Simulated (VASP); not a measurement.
Wanted: the native input for a VASP 6.6.1 run.

| Item | Value |
| --- | --- |
| Task | single point |
| Functional | PBE |
| Potentials or basis | VASP PAW PBE potentials, release 64 (Zn) |
| Cutoff | 520 eV |
| k mesh | 6 × 6 × 1 |
| Occupations | gaussian, width 0.1 eV |
| Spin | no spin polarisation |
| Dipole correction | yes |
| Further INCAR settings | ALGO = Normal; EDIFF = 1e-06; NBANDS = 19 |

The structure of Zn lies in POSCAR:

```
Zn
1.0
    2.5648425038      0.0000002707      0.0000000000
   -1.2824214863      2.2212186296      0.0000000000
    0.0000000000      0.0000000000     28.0114882000
Zn
2
Direct
    0.0000000000      0.0000000000      0.3579466082
    0.0000000000      0.0000000000      0.2489472448
```

The cell was built from a structure type or drawn by symmetry, and may not be a known phase.

These files were run (other wordings do the same):

INCAR

```
PREC = Accurate
ENCUT = 520
EDIFF = 1E-6
ISMEAR = 0
SIGMA = 0.1
LREAL = False
LASPH = True
NELM = 60
ALGO = Normal
ISIF = 2
LWAVE = False
LCHARG = False
LDIPOL = True
IDIPOL = 3
DIPOL = 0.5 0.5 0.303
GGA = PE
NBANDS = 19
```

KPOINTS

```
Automatic mesh
0
Gamma
  6 6 1
```

Potentials or basis: VASP PAW PBE potentials, release 64 (Zn).

Run with:

```bash
$ cat potpaw_PBE.64/Zn/POTCAR > POTCAR
$ mpirun -np 1 vasp_std > vasp.out
```

Results of the run:

```
Band gap on the k mesh : zero (bands 12 and 13 overlap by 4.23 eV)
```

Caveat: the k points lie up to 0.47 Å⁻¹ apart, too coarse for converged energies and pressures of a metal.

It took 47 s on 1 thread of Intel Xeon 8259CL (shared host), peak memory 0.26 GiB.
